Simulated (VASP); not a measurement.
# Ni (Im-3m) in VASP: single point with LDA

Aim: the single point of Ni with LDA.

All numbers are computed with VASP 6.6.1; they aren't measurements. Logs are shortened: lines on timing, memory, paths and dates and some standing lists are left out, and cuts for length are marked.

## Step 1: The cell of the first run

The structure is cubic, space group Im-3m (No. 229). The conventional cell has a = 2.718 Å, b = 2.718 Å, c = 2.718 Å, α = 90.00°, β = 90.00°, γ = 90.00°. Within 3.1 Å of Ni (site symmetry m-3m) lie 14 Ni at 2.35 to 2.72 Å.

This isn't the form of Ni at room conditions, which is fcc.

## Step 2: Single point, LDA

File INCAR:

```
ALGO     = Fast           # electronic algorithm
EDIFF    = 1E-6           # SCF threshold, eV
ENCUT    = 520            # plane-wave cutoff, eV
GGA      = CA             # functional
ISIF     = 2              # what is computed and relaxed
ISMEAR   = 0              # smearing method
LASPH    = T              # aspherical terms in the spheres
LCHARG   = T              # write CHGCAR
LELF     = T              # ELF
LREAL    = F              # projectors in reciprocal space
LVHAR    = T            
LWAVE    = F              # write WAVECAR
NBANDS   = 17             # bands
NELM     = 60             # most SCF steps
PREC     = Accurate       # precision mode
SIGMA    = 0.15           # smearing width, eV
```

File KPOINTS:

```
k-points
0
Gamma
  20 20 12
```

File POSCAR:

```
Ni
1.0
   -1.3590661858      1.3590661858      1.3590661858
    1.3590661858     -1.3590661858      1.3590661858
    2.7181323716      2.7181323716      0.0000000000
Ni
2
Direct
    0.0000000000      0.0000000000      0.0000000000
    0.5000000000      0.5000000000      0.5000000000
```

Potentials or basis: VASP PAW LDA potentials, release 64 (Ni).

The run is started by

```bash
cat potpaw_LDA.64/Ni/POTCAR > POTCAR
mpirun -np 1 vasp_std > vasp.out
```

OUTCAR:

```text
EDIFF = 1E-6
   ENCUT = 520
   GGA = CA
   ISIF = 2
   ISMEAR = 0
   LASPH = T
   LREAL = F
   NELM = 60
   PREC = Accurate

 ion  position               nearest neighbor table
   1  0.000  0.000  0.000-   2 2.35   2 2.35   2 2.35   2 2.35   2 2.72   2 2.72   2 2.72   2 2.72

   2  0.500  0.500  0.500-   1 2.35   1 2.35   1 2.35   1 2.35   1 2.72   1 2.72   1 2.72   1 2.72

  LATTYP: Found a base centered orthorhombic cell.
 ALAT       =     2.7181323716
 B/A-ratio  =     1.4142135624
 C/A-ratio  =     1.4142135624

  Lattice vectors:

 A1 = (  -1.3590661858,   1.3590661858,   1.3590661858)
 A2 = (   1.3590661858,  -1.3590661858,   1.3590661858)
 A3 = (   2.7181323716,   2.7181323716,   0.0000000000)

Analysis of symmetry for initial positions (statically):
=====================================================================
 Subroutine PRICEL returns following result:

  LATTYP: Found a body centered cubic cell.
 ALAT       =     2.7181323716

  Lattice vectors:

 A1 = (  -1.3590661858,   1.3590661858,  -1.3590661858)
 A2 = (  -1.3590661858,  -1.3590661858,   1.3590661858)
 A3 = (   1.3590661858,   1.3590661858,   1.3590661858)

   2 primitive cells build up your supercell.

 Routine SETGRP: Setting up the symmetry group for a
 base centered orthorhombic supercell.

 Subroutine GETGRP returns: Found  8 space group operations
 (whereof  8 operations were pure point group operations)
 out of a pool of  8 trial point group operations.

The static configuration has the point symmetry D_2h.

Analysis of symmetry for dynamics (positions and initial velocities):
=====================================================================
 Subroutine PRICEL returns following result:

  LATTYP: Found a body centered cubic cell.
 ALAT       =     2.7181323716

  Lattice vectors:

 A1 = (  -1.3590661858,   1.3590661858,  -1.3590661858)
 A2 = (  -1.3590661858,  -1.3590661858,   1.3590661858)
 A3 = (   1.3590661858,   1.3590661858,   1.3590661858)

   2 primitive cells build up your supercell.

 Routine SETGRP: Setting up the symmetry group for a
 base centered orthorhombic supercell.

 Subroutine GETGRP returns: Found  8 space group operations
 (whereof  8 operations were pure point group operations)
 out of a pool of  8 trial point group operations.

[... 94 lines left out ...]
   LSORBIT =      F    spin-orbit coupling
   LASPH  =      T    aspherical Exc in radial PAW
   ENCUT  =  520.0 eV  38.22 Ry    6.18 a.u.   4.38  4.38  7.15*2*pi/ulx,y,z
   NELM   =     60;   NELMIN=  2; NELMDL= -5     # of ELM steps
   EDIFF  = 0.1E-05   stopping-criterion for ELM
   LREAL  =      F    real-space projection
   EDIFFG = 0.1E-04   stopping-criterion for IOM
   NSW    =      0    number of steps for IOM
   IBRION =     -1    ionic relax: 0-MD 1-quasi-New 2-CG
   NFREE  =      0    steps in history (QN), initial steepest desc. (CG)
   ISIF   =      2    stress and relaxation
   ISYM   =      2    0-nonsym 1-usesym 2-fastsym
   POTIM  = 0.5000    time-step for ionic-motion
   TEBEG  =    0.0;   TEEND  =   0.0 temperature during run
   PSTRESS=    0.0 pullay stress
   NELECT =      20.0000    total number of electrons
   NUPDOWN=      -1.0000    fix difference up-down
   EMIN   =  10.00;   EMAX   =-10.00  energy-range for DOS
   EFERMI =   0.00;   METHOD = LEGACY
   ISMEAR =     0;   SIGMA  =   0.15  broadening in eV -4-tet -1-fermi 0-gaus
   EFERMI_NEDOS =   21; number of points for ismear=-14 and -15
   IALGO  =     68    algorithm
   IMIX   =      4    mixing-type and parameters
     AMIX     =   0.40;   BMIX     =  1.00
     AMIX_MAG =   1.60;   BMIX_MAG =  1.00
  volume/ion in A,a.u.               =      10.04        67.76
  Fermi-wavevector in a.u.,A,eV,Ry     =   1.634861  3.089440 36.365260  2.672771
  Thomas-Fermi vector in A             =   2.726430
   LORBIT       =      0    0 simple, 1 ext, 2 COOP (PROOUT), +10 PAW based schemes
   GGA     = CA    functional components
   LHFCALC =     F    Hartree Fock is set to
   AEXX    =    0.0000 exact exchange contribution
   IVDW    =     0    specifies the selected vdW correction
   LEPSILON=     F    determine dielectric tensor
   LRPA    =     F    only Hartree local field effects (RPA)
 non-spin polarized calculation
 RMM-DIIS sequential band-by-band and
 Gauss-broadening in eV      SIGMA  =   0.15
  energy-cutoff  :      520.00
  volume of cell :       20.08
 maximum number of plane-waves:       554
 NGX is ok and might be reduce to    18
   NGX =  9   NGY =  9   NGZ = 15

 number of electron      20.0000003 magnetization

 Free energy of the ion-electron system (eV)
  ---------------------------------------------------
  ext. energy  EPLUGINS =         0.00000000
  ---------------------------------------------------
  free energy    TOTEN  =       -12.98269530 eV

  energy without entropy =      -12.94261553  energy(sigma->0) =      -12.96265541

 E-fermi :  10.0464     XC(G=0): -14.0920

 val. band max:       10.0446992369   @ k =   0.5000   0.3500   0.4167
 cond. band min:      10.0469763156   @ k =  -0.4000   0.4000   0.5000
 fundamental gap:      0.0022770787
 Fermi energy:        10.0463690894

 k-point     1 :       0.0000    0.0000    0.0000
  band No.  band energies     occupation
      1       0.6926      2.00000
      2       5.2084      2.00000
      3       6.8383      2.00000
      4       7.9043      2.00000
      5       7.9050      2.00000
      6       7.9055      2.00000
[... 457 lines left out ...]
      4       7.0197      2.00000
      5       7.2724      2.00000
      6       7.2739      2.00000
[... 9 lines left out ...]
     16      27.8503      0.00000
     17      31.4021      0.00000

 [... further k-points ...]

------------------------ aborting loop because EDIFF is reached ----------------------------------------

  FORCE on cell =-STRESS in cart. coord.  units (eV):
  Direction    XX          YY          ZZ          XY          YZ          ZX
  --------------------------------------------------------------------------------------
  -------------------------------------------------------------------------------------
  Total        0.0114195      0.0114195      0.0083188     -0.0000129     -0.0000000     -0.0000000
  in kB        0.9110567      0.9110567      0.6636773     -0.0010310     -0.0000000     -0.0000000
  external PRESSURE =       0.8285969 kB  Pullay stress =       0.0000000 kB

 VOLUME and BASIS-vectors are now :
 -----------------------------------------------------------------------------
  energy-cutoff  :      520.00
  volume of cell :       20.08
      direct lattice vectors                 reciprocal lattice vectors
    -1.359066186  1.359066186  1.359066186    -0.183949835  0.183949835  0.367899669
     1.359066186 -1.359066186  1.359066186     0.183949835 -0.183949835  0.367899669
     2.718132372  2.718132372  0.000000000     0.183949835  0.183949835  0.000000000

 POSITION                                       TOTAL-FORCE (eV/Angst)
 -----------------------------------------------------------------------------------
      0.00000      0.00000      0.00000        -0.000000      0.000000     -0.000000
      1.35907      1.35907      1.35907         0.000000     -0.000000      0.000000
 -----------------------------------------------------------------------------------
    total drift:                               -0.000000      0.000000     -0.000000

  FREE ENERGIE OF THE ION-ELECTRON SYSTEM (eV)
  ---------------------------------------------------
  free  energy   TOTEN  =       -12.9826952971 eV

  energy  without entropy=      -12.9426155303  energy(sigma->0) =      -12.96265541
```

stdout:

```text
POSCAR found type information on POSCAR Ni
 POSCAR found :  1 types and       2 ions
 scaLAPACK will be used
 LDA part: xc-table for (Slater(with rela. corr.)+CA(PZ))
 , standard interpolation
 POSCAR, INCAR and KPOINTS ok, starting setup
 FFT: planning ... GRIDC
 FFT: planning ... GRID_SOFT
 FFT: planning ... GRID
 WAVECAR not read
 entering main loop
WARNING in EDDRMM: call to ZHEGV failed, returncode =   8  4     16
WARNING in EDDRMM: call to ZHEGV failed, returncode =   8  4     16
WARNING in EDDRMM: call to ZHEGV failed, returncode =   8  4     16
```

Wall time 2.9 min (1 thread of AMD EPYC 7R13 (Zen 3), shared host); peak memory 0.27 GiB.

Results:

- Free energy: -12.9827 eV
- Pressure: 0.1 GPa
- Band gap on the k mesh: zero (bands 10 and 11 overlap by 1.01 eV)

Levels at points of the mesh, in eV from the Fermi level:
| k point | band 7 | band 8 | band 9 | band 10 | band 11 | band 12 | band 13 | band 14 |
| --- | --- | --- | --- | --- | --- | --- | --- | --- |
| (0.00, 0.00, 0.00) | -0.66 | -0.60 | -0.60 | -0.42 | 0.27 | 0.45 | 7.37 | 19.91 |
| (0.50, 0.00, 0.00) | -0.78 | -0.78 | -0.33 | -0.33 | 2.29 | 2.29 | 11.52 | 11.52 |
| (0.50, 0.50, 0.00) | 0.20 | 0.20 | 0.20 | 0.27 | 0.46 | 7.37 | 10.34 | 10.34 |
| (0.00, 0.00, 0.50) | -0.96 | -0.96 | -0.84 | -0.84 | -0.53 | -0.53 | 16.72 | 16.72 |
| (0.50, 0.00, 0.50) | -0.42 | -0.42 | 0.27 | 0.27 | 0.46 | 0.46 | 7.37 | 7.37 |
| (0.50, 0.50, 0.50) | -1.14 | -1.14 | 0.33 | 0.33 | 5.27 | 5.27 | 7.99 | 7.99 |

Caveat: the run has no spin polarisation, though such a crystal can be magnetic. Spin polarisation is off, so any magnetic state and its effect on volume and gap are missing.
